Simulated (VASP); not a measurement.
# Rb3As4 (P4/mmm) in VASP: single point with PBE

Aim: the single point of Rb3As4 with PBE.

All numbers are computed with VASP 6.6.1; they aren't measurements. Logs are shortened: lines on timing, memory, paths and dates and some standing lists are left out, and cuts for length are marked.

### Step 1. The cell of the first run

The structure is tetragonal, space group P4/mmm (No. 123). Conventional cell: a = 8.690 Å, b = 8.690 Å, c = 4.345 Å, α = 90.00°, β = 90.00°, γ = 90.00°. Rb (site symmetry 4/mmm) has 8 As at 3.76 Å and 6 Rb at 4.35 Å within 4.9 Å. Rb (site symmetry mmm) has 8 As at 3.76 Å and 4 Rb at 4.35 Å within 4.9 Å. Within 4.9 Å of As (site symmetry m2m) lie 6 Rb at 3.76 Å and 6 As at 4.35 Å.

### Step 2. Single point, PBE

File INCAR:

```
SYSTEM = Rb3As4
  ALGO = Normal
  EDIFF = 1E-6
  ENCUT = 520
  GGA = PE
  ISIF = 2
  ISMEAR = 0
  LASPH = .TRUE.
  LCHARG = .FALSE.
  LREAL = .FALSE.
  LWAVE = .FALSE.
  NBANDS = 32
  NELM = 100
  PREC = Accurate
  SIGMA = 0.1
```

File KPOINTS:

```
k-points
0
G
  2 2 4
  0 0 0
```

File POSCAR:

```
Rb3As4
1.0
    8.6902762500      0.0000000000      0.0000000000
    0.0000000000      8.6902762500      0.0000000000
    0.0000000000      0.0000000000      4.3451381300
Rb As
3 4
Direct
    0.0000000000      0.0000000000      0.0000000000
    0.0000000000      0.5000000000      0.0000000000
    0.5000000000      0.0000000000      0.0000000000
    0.2500000000      0.2500000000      0.5000000000
    0.2500000000      0.7500000000      0.5000000000
    0.7500000000      0.2500000000      0.5000000000
    0.7500000000      0.7500000000      0.5000000000
```

Potentials or basis: VASP PAW PBE potentials, release 64 (Rb_sv, As).

On the command line:

```sh
cat potpaw_PBE.64/Rb_sv/POTCAR potpaw_PBE.64/As/POTCAR > POTCAR
mpirun -np 1 vasp_std > vasp.out
```

OUTCAR:

```text
SYSTEM = Rb3As4
   EDIFF = 1E-6
   ENCUT = 520
   GGA = PE
   ISIF = 2
   ISMEAR = 0
   LASPH = .TRUE.
   LREAL = .FALSE.
   NELM = 100
   PREC = Accurate

 ion  position               nearest neighbor table
   1  0.000  0.000  0.000-   4 3.76   5 3.76   6 3.76   7 3.76   4 3.76   5 3.76   6 3.76   7 3.76
                             2 4.35   3 4.35   2 4.35   3 4.35
   2  0.000  0.500  0.000-   4 3.76   5 3.76   6 3.76   7 3.76   4 3.76   5 3.76   6 3.76   7 3.76
                             1 4.35   1 4.35
   3  0.500  0.000  0.000-   4 3.76   5 3.76   6 3.76   7 3.76   4 3.76   5 3.76   6 3.76   7 3.76
                             1 4.35   1 4.35
   4  0.250  0.250  0.500-   1 3.76   2 3.76   3 3.76   1 3.76   2 3.76   3 3.76
   5  0.250  0.750  0.500-   1 3.76   2 3.76   3 3.76   1 3.76   2 3.76   3 3.76
   6  0.750  0.250  0.500-   1 3.76   2 3.76   3 3.76   1 3.76   2 3.76   3 3.76
   7  0.750  0.750  0.500-   1 3.76   2 3.76   3 3.76   1 3.76   2 3.76   3 3.76

  LATTYP: Found a simple tetragonal cell.
 ALAT       =     8.6902762500
 C/A-ratio  =     0.5000000006

  Lattice vectors:

 A1 = (   8.6902762500,   0.0000000000,   0.0000000000)
 A2 = (   0.0000000000,   8.6902762500,   0.0000000000)
 A3 = (   0.0000000000,   0.0000000000,   4.3451381300)

Analysis of symmetry for initial positions (statically):
=====================================================================
 Subroutine PRICEL returns:
 Original cell was already a primitive cell.

 Routine SETGRP: Setting up the symmetry group for a
 simple tetragonal supercell.

 Subroutine GETGRP returns: Found 16 space group operations
 (whereof 16 operations were pure point group operations)
 out of a pool of 16 trial point group operations.

The static configuration has the point symmetry D_4h.

Analysis of symmetry for dynamics (positions and initial velocities):
=====================================================================
 Subroutine PRICEL returns:
 Original cell was already a primitive cell.

 Routine SETGRP: Setting up the symmetry group for a
 simple tetragonal supercell.

 Subroutine GETGRP returns: Found 16 space group operations
 (whereof 16 operations were pure point group operations)
 out of a pool of 16 trial point group operations.

The dynamic configuration has the point symmetry D_4h.

 Subroutine INISYM returns: Found 16 space group operations
 (whereof 16 operations are pure point group operations),
 and found     1 'primitive' translations

----------------------------------------------------------------------------------------

                                     Primitive cell

  volume of cell :     328.1487

  direct lattice vectors                    reciprocal lattice vectors
     8.690276250  0.000000000  0.000000000     0.115071141  0.000000000  0.000000000
     0.000000000  8.690276250  0.000000000     0.000000000  0.115071141  0.000000000
     0.000000000  0.000000000  4.345138130     0.000000000  0.000000000  0.230142281

  length of vectors
     8.690276250  8.690276250  4.345138130     0.115071141  0.115071141  0.230142281

  position of ions in fractional coordinates (direct lattice)
     0.000000000  0.000000000  0.000000000
     0.000000000  0.500000000  0.000000000
     0.500000000  0.000000000  0.000000000
     0.250000000  0.250000000  0.500000000
     0.250000000  0.750000000  0.500000000
     0.750000000  0.250000000  0.500000000
     0.750000000  0.750000000  0.500000000

  ion indices of the primitive-cell ions
   primitive index   ion index
                 1           1
                 2           2
                 3           3
                 4           4
                 5           5
                 6           6
                 7           7

----------------------------------------------------------------------------------------

 KPOINTS: k-points

Automatic generation of k-mesh.
 Grid dimensions read from file:
 generate k-points for:    2    2    4

 Generating k-lattice:

  Cartesian coordinates                     Fractional coordinates (reciprocal lattice)
     0.057535570  0.000000000  0.000000000     0.500000000  0.000000000  0.000000000
     0.000000000  0.057535570  0.000000000     0.000000000  0.500000000  0.000000000
     0.000000000  0.000000000  0.057535570     0.000000000  0.000000000  0.250000000

  Length of vectors
     0.057535570  0.057535570  0.057535570

  Shift w.r.t. Gamma in fractional coordinates (k-lattice)
     0.000000000  0.000000000  0.000000000

 Subroutine IBZKPT returns following result:
 ===========================================

 Found      9 irreducible k-points:

 Following reciprocal coordinates:
            Coordinates               Weight
  0.000000  0.000000  0.000000      1.000000
  0.500000  0.000000  0.000000      2.000000
  0.500000  0.500000  0.000000      1.000000
  0.000000  0.000000  0.250000      2.000000
  0.500000  0.000000  0.250000      4.000000
  0.500000  0.500000  0.250000      2.000000
  0.000000  0.000000  0.500000      1.000000
  0.500000  0.000000  0.500000      2.000000
  0.500000  0.500000  0.500000      1.000000
   k-points           NKPTS =      9   k-points in BZ     NKDIM =      9   number of bands    NBANDS=     32
   number of dos      NEDOS =    301   number of ions     NIONS =      7
   total plane-waves  NPLWV = 156800
   dimension x,y,z NGX =    70 NGY =   70 NGZ =   32
   dimension x,y,z NGXF=   140 NGYF=  140 NGZF=   64
   ions per type =               3   4
   NGX,Y,Z   is equivalent  to a cutoff of  13.39, 13.39, 12.24 a.u.
   NGXF,Y,Z  is equivalent  to a cutoff of  26.78, 26.78, 24.49 a.u.
 SYSTEM =  Rb3As4
   PREC   = accura    normal or accurate (medium, high low for compatibility)
   ISTART =      0    job   : 0-new  1-cont  2-samecut
   ICHARG =      2    charge: 1-file 2-atom 10-const
   ISPIN  =      1    spin polarized calculation?
   LNONCOLLINEAR =      F non collinear calculations
   LSORBIT =      F    spin-orbit coupling
   LASPH  =      T    aspherical Exc in radial PAW
   ENCUT  =  520.0 eV  38.22 Ry    6.18 a.u.  16.16 16.16  8.08*2*pi/ulx,y,z
   NELM   =    100;   NELMIN=  2; NELMDL= -5     # of ELM steps
   EDIFF  = 0.1E-05   stopping-criterion for ELM
   LREAL  =      F    real-space projection
   EDIFFG = 0.1E-04   stopping-criterion for IOM
   NSW    =      0    number of steps for IOM
   IBRION =     -1    ionic relax: 0-MD 1-quasi-New 2-CG
   NFREE  =      0    steps in history (QN), initial steepest desc. (CG)
   ISIF   =      2    stress and relaxation
   ISYM   =      2    0-nonsym 1-usesym 2-fastsym
   POTIM  = 0.5000    time-step for ionic-motion
   TEBEG  =    0.0;   TEEND  =   0.0 temperature during run
   PSTRESS=    0.0 pullay stress
   NELECT =      47.0000    total number of electrons
   NUPDOWN=      -1.0000    fix difference up-down
   EMIN   =  10.00;   EMAX   =-10.00  energy-range for DOS
   EFERMI =   0.00;   METHOD = LEGACY
   ISMEAR =     0;   SIGMA  =   0.10  broadening in eV -4-tet -1-fermi 0-gaus
   EFERMI_NEDOS =   21; number of points for ismear=-14 and -15
   IALGO  =     38    algorithm
   IMIX   =      4    mixing-type and parameters
     AMIX     =   0.40;   BMIX     =  1.00
     AMIX_MAG =   1.60;   BMIX_MAG =  1.00
  volume/ion in A,a.u.               =      46.88       316.35
  Fermi-wavevector in a.u.,A,eV,Ry     =   0.856546  1.618637  9.982193  0.733671
  Thomas-Fermi vector in A             =   1.973464
   LORBIT       =      0    0 simple, 1 ext, 2 COOP (PROOUT), +10 PAW based schemes
   GGA     = PE    functional components
   LHFCALC =     F    Hartree Fock is set to
   AEXX    =    0.0000 exact exchange contribution
   IVDW    =     0    specifies the selected vdW correction
   LEPSILON=     F    determine dielectric tensor
   LRPA    =     F    only Hartree local field effects (RPA)
 non-spin polarized calculation
 Gauss-broadening in eV      SIGMA  =   0.10
  energy-cutoff  :      520.00
  volume of cell :      328.15
 maximum number of plane-waves:      8896
 NGX is ok and might be reduce to    70
   NGX = 33   NGY = 33   NGZ = 17

 number of electron      46.9999998 magnetization

 Free energy of the ion-electron system (eV)
  ---------------------------------------------------
  ext. energy  EPLUGINS =         0.00000000
  ---------------------------------------------------
  free energy    TOTEN  =       -16.36593133 eV

  energy without entropy =      -16.23624508  energy(sigma->0) =      -16.30108820

 E-fermi :  -0.7448     XC(G=0):  -6.9756

 val. band max:       -0.7702196330   @ k =   0.5000   0.0000   0.5000
 cond. band min:      -0.7342087198   @ k =   0.5000   0.5000   0.2500
 fundamental gap:      0.0360109132
 Fermi energy:        -0.7448047035

 k-point     1 :       0.0000    0.0000    0.0000
  band No.  band energies     occupation
      1     -27.0477      2.00000
      2     -26.9298      2.00000
      3     -26.9296      2.00000
      4     -11.3897      2.00000
      5     -11.3897      2.00000
      6     -11.0744      2.00000
[... 24 lines left out ...]
     31       3.7328      0.00000
     32       3.8265      0.00000

 k-point     2 :       0.5000    0.0000    0.0000
  band No.  band energies     occupation
      1     -27.0474      2.00000
      2     -26.9299      2.00000
      3     -26.9297      2.00000
      4     -11.3670      2.00000
      5     -11.2874      2.00000
      6     -11.1560      2.00000
[... 24 lines left out ...]
     31       3.8495      0.00000
     32       3.9648      0.00000
[... 208 lines left out ...]
     31       4.2657      0.00000
     32       4.8008      0.00000

 k-point     9 :       0.5000    0.5000    0.5000
  band No.  band energies     occupation
      1     -27.0369      2.00000
      2     -26.9196      2.00000
      3     -26.9196      2.00000
      4     -11.3456      2.00000
      5     -11.2368      2.00000
      6     -11.2368      2.00000
[... 24 lines left out ...]
     31       4.8242      0.00000
     32       4.8540      0.00000

------------------------ aborting loop because EDIFF is reached ----------------------------------------

  FORCE on cell =-STRESS in cart. coord.  units (eV):
  Direction    XX          YY          ZZ          XY          YZ          ZX
  --------------------------------------------------------------------------------------
  -------------------------------------------------------------------------------------
  Total       -5.4173621     -5.4173621     -4.7579300      0.0000000      0.0000000      0.0000000
  in kB      -26.4501232    -26.4501232    -23.2304638      0.0000000      0.0000000      0.0000000
  external PRESSURE =     -25.3769034 kB  Pullay stress =       0.0000000 kB

 VOLUME and BASIS-vectors are now :
 -----------------------------------------------------------------------------
  energy-cutoff  :      520.00
  volume of cell :      328.15
      direct lattice vectors                 reciprocal lattice vectors
     8.690276250  0.000000000  0.000000000     0.115071141  0.000000000  0.000000000
     0.000000000  8.690276250  0.000000000     0.000000000  0.115071141  0.000000000
     0.000000000  0.000000000  4.345138130     0.000000000  0.000000000  0.230142281

 POSITION                                       TOTAL-FORCE (eV/Angst)
 -----------------------------------------------------------------------------------
      0.00000      0.00000      0.00000        -0.000000     -0.000000     -0.000000
      0.00000      4.34514      0.00000        -0.000000     -0.000000     -0.000000
      4.34514      0.00000      0.00000        -0.000000     -0.000000     -0.000000
      2.17257      2.17257      2.17257        -0.190506     -0.190506      0.000000
      2.17257      6.51771      2.17257        -0.190506      0.190506      0.000000
      6.51771      2.17257      2.17257         0.190506     -0.190506      0.000000
      6.51771      6.51771      2.17257         0.190506      0.190506     -0.000000
 -----------------------------------------------------------------------------------
    total drift:                                0.000000     -0.000000      0.000000

  FREE ENERGIE OF THE ION-ELECTRON SYSTEM (eV)
  ---------------------------------------------------
  free  energy   TOTEN  =       -16.3659313271 eV

  energy  without entropy=      -16.2362450772  energy(sigma->0) =      -16.30108820
```

It took 90 s on 1 thread of Intel Xeon Platinum 8375C at 2.90GHz (Ice Lake), shared host; peak memory 0.43 GiB.

Results:

```yaml
Free_energy: -16.3659 eV
Pressure: -2.5 GPa
Largest_force: 0.269 eV/Å
```

Forces on the atoms (eV/Å):
```
Rb   0.000  0.000  0.000
Rb   0.000  0.000  0.000
Rb   0.000  0.000  0.000
As  -0.191 -0.191  0.000
As  -0.191  0.191  0.000
As   0.191 -0.191  0.000
As   0.191  0.191  0.000
```

Stress tensor (GPa, compression positive):
```
-2.65  0.00  0.00
 0.00 -2.65  0.00
 0.00  0.00 -2.32
```

Levels at points of the mesh, in eV from the Fermi level:
| k point | band 22 | band 23 | band 24 | band 25 | band 26 | band 27 |
| --- | --- | --- | --- | --- | --- | --- |
| (0.00, 0.00, 0.00) | 0.72 | 0.72 | 0.72 | 0.72 | 0.72 | 0.81 |
| (0.50, 0.00, 0.00) | -0.03 | 0.69 | 0.70 | 0.74 | 0.75 | 0.83 |
| (0.50, 0.50, 0.00) | -0.08 | -0.08 | -0.03 | 0.76 | 0.78 | 0.82 |
| (0.00, 0.00, 0.50) | -0.60 | -0.60 | -0.59 | 0.72 | 0.72 | 0.98 |
| (0.50, 0.00, 0.50) | -0.59 | -0.10 | -0.03 | -0.03 | 0.11 | 0.83 |
| (0.50, 0.50, 0.50) | -0.17 | -0.06 | -0.06 | 0.09 | 0.12 | 0.12 |

Caveat: the k points lie up to 0.36 Å⁻¹ apart.
